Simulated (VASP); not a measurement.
The system is MnF2.

```xyz
3
Lattice="3.2286 0.0000 0.0000 -1.6143 2.7961 0.0000 0.0000 0.0000 3.4450" Properties=species:S:1:pos:R:3 pbc="T T T"
Mn    0.0000    0.0000    0.0000
F     0.0000    1.8640    1.7225
F     1.6143    0.9320    1.7225
```

The cell was generated, and may not be a known phase.

| Item | Value |
| --- | --- |
| Program | VASP 6.6.1 |
| Task | relaxation of cell and atoms |
| Functional | PBE |
| Potentials or basis | VASP PAW PBE potentials, release 64 (Mn_pv, F) |
| Cutoff | 600 eV |
| k mesh | 6 × 6 × 6 |
| Occupations | gaussian, width 0.1 eV |
| Spin | collinear spin, ferromagnetic start |
| Starting moments | [4.0, 0.0, 0.0] μB |

At the start: pressure 35.4 GPa; volume 10.37 Å³/atom.

Task: How do energy, volume and symmetry change on relaxing?

Result: Over 8 steps the energy falls by 1125.6 meV/atom and the volume is 11.13 Å³/atom (+7.3 %); space group P6/mmm (No. 191, to 0.1 Å) before and after; moment 5.00 μB per cell.

The path:
| step | energy change (eV) | largest force (eV/Å) | pressure (GPa) | volume (Å³) |
| --- | --- | --- | --- | --- |
| 1 | 0.0000 | 0.0000 | 35.38 | 31.10 |
| 2 | -2.9496 | 0.0000 | -15.03 | 41.13 |
| 3 | -3.0040 | 0.0000 | -10.79 | 39.70 |
| 4 | -3.3291 | 0.0000 | -6.37 | 35.74 |
| 5 | -3.3528 | 0.0000 | -4.45 | 34.67 |
| 6 | -3.3531 | 0.0000 | -4.09 | 34.49 |
| 7 | -3.3715 | 0.0000 | 2.31 | 32.86 |
| 8 | -3.3769 | 0.0000 | 0.15 | 33.38 |

Final structure:
```cif
data_structure
_symmetry_space_group_name_H-M 'P 1'
_symmetry_Int_Tables_number 1
_cell_length_a 3.7527
_cell_length_b 3.7527
_cell_length_c 2.7367
_cell_angle_alpha 90.000
_cell_angle_beta 90.000
_cell_angle_gamma 120.000
_cell_volume 33.38
loop_
_atom_site_label
_atom_site_type_symbol
_atom_site_fract_x
_atom_site_fract_y
_atom_site_fract_z
_atom_site_occupancy
Mn1 Mn 0.00000 0.00000 0.00000 1
F1 F 0.33333 0.66667 0.50000 1
F2 F 0.66667 0.33333 0.50000 1
```

Caveat: a cell axis changed by over 15 % at a fixed basis, so the end point is rough; a cell with one magnetic atom can't hold antiferromagnetic order, which such compounds often take.
